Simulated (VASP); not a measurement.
Write the native input for VASP 6.6.1 that does the following.

| Property | Result |
| --- | --- |
| Task | single point |
| Functional | PBEsol |
| Potentials or basis | VASP PAW PBE potentials, release 64 (K_sv, Br) |
| Cutoff | 520 eV |
| k mesh | 8 × 8 × 8 |
| Occupations | gaussian, width 0.05 eV |
| Spin | no spin polarisation |
| Dipole correction | no |
| Further INCAR settings | ALGO = Normal; EDIFF = 1e-07; NBANDS = 15 |

The structure of KBr lies in POSCAR:

```
KBr
1.0
    1.7328485704      4.3321214260      4.3321214260
    4.3321214260      1.7328485704      4.3321214260
    4.3321214260      4.3321214260      1.7328485704
K Br
1 1
Direct
    0.0000000000      0.0000000000      0.0000000000
    0.5000000000      0.5000000000      0.5000000000
```

This cell differs from its parent crystal: ratio of the length along [111] to the lengths across it x 2.0, volume and fractional coordinates fixed.

One way to write it, as run:

INCAR

```
  PREC = Accurate
  ENCUT = 520
  EDIFF = 1E-7
  ISMEAR = 0
  SIGMA = 0.05
  LREAL = F
  LASPH = T
  NELM = 80
  ALGO = Normal
  ISIF = 2
  LWAVE = F
  LCHARG = T
  GGA = PS
  LELF = T
  LVHAR = T
  NBANDS = 15
```

KPOINTS

```
Automatic mesh
0
Gamma
  8 8 8
```

Potentials or basis: VASP PAW PBE potentials, release 64 (K_sv, Br).

Launch:

```sh
$ cat potpaw_PBE.64/K_sv/POTCAR potpaw_PBE.64/Br/POTCAR > POTCAR
$ mpirun -np 1 vasp_std > vasp.out
```

Results of the run:

| Quantity | Value |
| --- | --- |
| Pressure | -0.9 GPa |
| Band gap on the k mesh | zero (filled and empty bands overlap) |

Caveat: the PAW data sets were made with another functional, which shifts forces and pressure a little.

Wall time 2.3 min on 1 thread of AMD EPYC 7R13, on a shared host, peak memory 0.35 GiB.
